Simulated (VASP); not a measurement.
Write the native input for VASP 6.6.1 that does the following.

| Quantity | Value |
| --- | --- |
| Task | single point |
| Functional | PBE |
| Potentials or basis | VASP PAW PBE potentials, release 64 (Al) |
| Cutoff | 500 eV |
| k mesh | 9 × 9 × 9 |
| Occupations | methfessel-paxton, width 0.1 eV |
| Spin | no spin polarisation |
| Dipole correction | no |
| Further INCAR settings | ALGO = Normal; EDIFF = 1e-06; NBANDS = 8 |

The structure of Al lies in POSCAR:

```
Al
1.0
    0.0000000000      2.0236732140      2.0236732140
    2.0236732140      0.0000000000      2.0236732140
    2.0236732140      2.0236732140      0.0000000000
Al
1
Direct
    0.0000000000      0.0000000000      0.0000000000
```

One way to write it, as run:

INCAR

```
SYSTEM = Al
ALGO = Normal ; EDIFF = 1E-6
ENCUT = 500 ; GGA = PE
GGA_COMPAT = .False. ; ISIF = 2
ISMEAR = 1 ; LASPH = .True.
LCHARG = .False. ; LREAL = .False.
LWAVE = .False. ; NBANDS = 8
NELM = 120 ; PREC = Accurate
SIGMA = 0.1
```

KPOINTS

```
k-points
0
Gamma
  9 9 9
  0 0 0
```

Potentials or basis: VASP PAW PBE potentials, release 64 (Al).

The run is started by

```console
$ cat potpaw_PBE.64/Al/POTCAR > POTCAR
$ mpirun -np 1 vasp_std > vasp.out
```

It gave:

```yaml
Pressure: 0.0 GPa
Band_gap_on_the_k_mesh: zero (an odd number of electrons rules out a gap without spin polarisation)
```

It took 7.5 s on 1 thread of AMD EPYC 7R43 64-Core Processor (Zen 3), on a shared host, peak memory 0.1 GiB.
